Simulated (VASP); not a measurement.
Wanted: the native input for a VASP 6.6.1 run.

- Task: single point
- Functional: LDA
- Potentials or basis: VASP PAW LDA potentials, release 64 (Rh_pv)
- Cutoff: 520 eV
- k mesh: 14 × 14 × 8
- Occupations: fermi-dirac, width 0.15 eV
- Spin: no spin polarisation
- Dipole correction: no
- Further INCAR settings: ALGO = Normal; EDIFF = 1e-06; NBANDS = 22

The structure of Rh lies in POSCAR:

```
Rh
1.0
    2.7309790000      0.0000000000      0.0000000000
   -1.3654900000      2.3650970000      0.0000000000
    0.0000000000      0.0000000000      4.4284890000
Rh
2
Direct
    0.6560962718      0.3121925514      0.7500000000
    0.3333333333      0.6666666667      0.2500000000
```

These files were run (other wordings do the same):

INCAR

```
SYSTEM = Rh
PREC = Accurate
ENCUT = 520
EDIFF = 1E-6
ISMEAR = -1
SIGMA = 0.15
LREAL = .False.
LASPH = .True.
NELM = 100
ALGO = Normal
ISIF = 2
LWAVE = .False.
LCHARG = .False.
NBANDS = 22
```

KPOINTS

```
Automatic mesh
0
Gamma
  14 14 8
  0 0 0
```

Potentials or basis: VASP PAW LDA potentials, release 64 (Rh_pv).

Run with:

```bash
$ cat potpaw_LDA.64/Rh_pv/POTCAR > POTCAR
$ mpirun -np 1 vasp_std > vasp.out
```

Results of the run:

| Property | Result |
| --- | --- |
| Pressure | -17.6 GPa |
| Largest force | 0.174 eV/Å |
| Band gap on the k mesh | zero (band 15 reaches 11.72 eV, above the bottom of band 16 at 9.49 eV) |

Run time: 62 s on 1 thread of Intel(R) Xeon(R) 6975P-C (Granite Rapids) (shared host), peak memory 0.24 GiB.
